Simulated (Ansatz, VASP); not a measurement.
**One calculation of ZnAu, two programs**

```
Au Zn
1.0
     3.23343    0.00000    0.00000
     0.00000    3.23343    0.00000
     0.00000    0.00000    3.23343
Au Zn
1 1
Cartesian
  0.0000 0.0000 0.0000
  1.6167 1.6167 1.6167
```

Alike in both runs: task single point; functional r2SCAN; k mesh 10 × 10 × 10; occupations fermi-dirac, width 0.0296 eV; no spin polarisation.

|  | VASP | Ansatz |
| --- | --- | --- |
| version | VASP 6.6.1 | Ansatz 0.2.0 |
| potentials or method | VASP PAW PBE potentials, release 64 (Au, Zn), cutoff 550 eV | PAW plane waves |
| valence electrons in the cell | 23 | 31 |

Ansatz gave:

```
pressure (GPa) : -8.8
```

Question: What did VASP give for the same quantities?

Answer: Pressure (GPa): -8.7.

VASP's potentials were made for PBE, not for r2SCAN. VASP's potentials hold 23 valence electrons a cell and Ansatz's 31, so a difference there can come from the potentials and not from the codes.

Spin-orbit coupling is off throughout.
